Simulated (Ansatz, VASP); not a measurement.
## PdPtSe2 in VASP and in Ansatz

```xyz
4
Lattice="3.9236 0.0000 0.0000 -1.9618 3.3979 0.0000 0.0000 0.0000 5.7119" Properties=species:S:1:pos:R:3 pbc="T T T"
Pd    0.0000    0.0000    2.8559
Pt    0.0000    0.0000    0.0000
Se    0.0000    2.2653    4.3767
Se    1.9618    1.1326    1.3352
```

Alike in both runs: functional PBE; k mesh 12 × 12 × 8; occupations fermi-dirac, width 0.15 eV; no spin polarisation.

Ansatz relaxed the structure, and its values are those at the end. VASP's run is a single point on that final structure, the one shown.

```csv
,VASP,Ansatz
version,VASP 6.6.1,Ansatz 0.2.0
potentials or method,"VASP PAW PBE potentials, release 64 (Pd, Pt, Se), cutoff 520 eV","scalar-relativistic, plane waves, PAW"
valence electrons in the cell,32,68
```

|  | VASP | Ansatz | Ansatz less VASP |
| --- | --- | --- | --- |
| gap on the k mesh at the Fermi level (eV) | none | none | - |
| pressure (GPa) | 0.0 | 0.0 | +0.03 |

A gap of «none» marks a metal or a gap that the smearing closes. VASP's potentials hold 32 valence electrons a cell and Ansatz's 68, so a difference there can come from the potentials and not from the codes.

Neither program's run includes spin-orbit coupling.
